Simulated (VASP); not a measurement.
A run of VASP 6.6.1:

Contents of INCAR:

```
ALGO     = Normal         # electronic algorithm
EDIFF    = 1E-7           # SCF threshold, eV
EDIFFG   = -0.002         # ionic threshold
ENCUT    = 750            # plane-wave cutoff, eV
GGA      = CA             # functional
GGA_COMPAT= False        
IBRION   = 2              # ionic algorithm
ISIF     = 3              # what is computed and relaxed
ISMEAR   = -1             # smearing method
LASPH    = True           # aspherical terms in the spheres
LCHARG   = False          # write CHGCAR
LREAL    = False          # projectors in reciprocal space
LWAVE    = False          # write WAVECAR
NELM     = 120            # most SCF steps
NELMIN   = 4            
NSW      = 100            # ionic steps
PREC     = Accurate       # precision mode
SIGMA    = 0.1            # smearing width, eV
```

Contents of KPOINTS:

```
k-points
0
Gamma
  10 10 10
```

Contents of POSCAR:

```
SrMg
1.0
    3.9000000000      0.0000000000      0.0000000000
    0.0000000000      3.9000000000      0.0000000000
    0.0000000000      0.0000000000      3.9000000000
Sr Mg
1 1
Direct
    0.5000000000      0.5000000000      0.5000000000
    0.0000000000      0.0000000000      0.0000000000
```

Potentials or basis: VASP PAW LDA potentials, release 64 (Sr_sv, Mg_sv).

Run with:

```bash
$ cat potpaw_LDA.64/Sr_sv/POTCAR potpaw_LDA.64/Mg_sv/POTCAR > POTCAR
$ mpirun -np 1 vasp_std > vasp.out
```

Hardware: 1 thread of Intel(R) Xeon(R) 6975P-C (Granite Rapids) (shared host).

Question: Estimate the wall time of this run.

Answer: Run time: 2.3 min on 1 thread of Intel(R) Xeon(R) 6975P-C (Granite Rapids), with other jobs on the host, peak memory 0.25 GiB. Counts: scf iterations 102, k points 56, ion steps 19.
